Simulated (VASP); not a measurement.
Wanted: the native input for a VASP 6.6.1 run.

```yaml
Task: single point
Functional: PBE
Potentials_or_basis: VASP PAW PBE potentials, release 64 (C)
Cutoff: 520 eV
k_mesh: 12 × 12 × 12
Occupations: gaussian, width 0.05 eV
Spin: no spin polarisation
Dipole_correction: no
Further_INCAR_settings: ALGO = Normal; EDIFF = 1e-06; NBANDS = 11
```

The structure of C lies in POSCAR:

```
C
1.0
    0.0000000000      2.0587849117      1.3382101926
    2.0587849117      0.0000000000      1.3382101926
    2.0587849117      2.0587849117      0.0000000000
C
2
Direct
    0.5000000000      0.5000000000      0.5000000000
    0.7500000000      0.7500000000      0.7500000000
```

This cell differs from its parent crystal: ratio of the length along z to the lengths across it x 0.65, volume and fractional coordinates fixed.

These files were run (other wordings do the same):

INCAR

```
PREC = Accurate
ENCUT = 520
EDIFF = 1E-6
ISMEAR = 0
SIGMA = 0.05
LREAL = False
LASPH = True
NELM = 80
ALGO = Normal
ISIF = 2
LWAVE = False
LCHARG = False
GGA = PE
NBANDS = 11
```

KPOINTS

```
regular mesh
0
Gamma
  12 12 12
```

Potentials or basis: VASP PAW PBE potentials, release 64 (C).

Command:

```console
$ cat potpaw_PBE.64/C/POTCAR > POTCAR
$ mpirun -np 1 vasp_std > vasp.out
```

It gave:

* Pressure: 2.0 GPa
* Band gap on the k mesh: zero (band 4 reaches 13.03 eV, above the bottom of band 5 at 7.88 eV)

Run time: 15 s on 1 thread of Intel(R) Xeon(R) Platinum 8488C (Sapphire Rapids), on a shared host, peak memory 0.12 GiB.
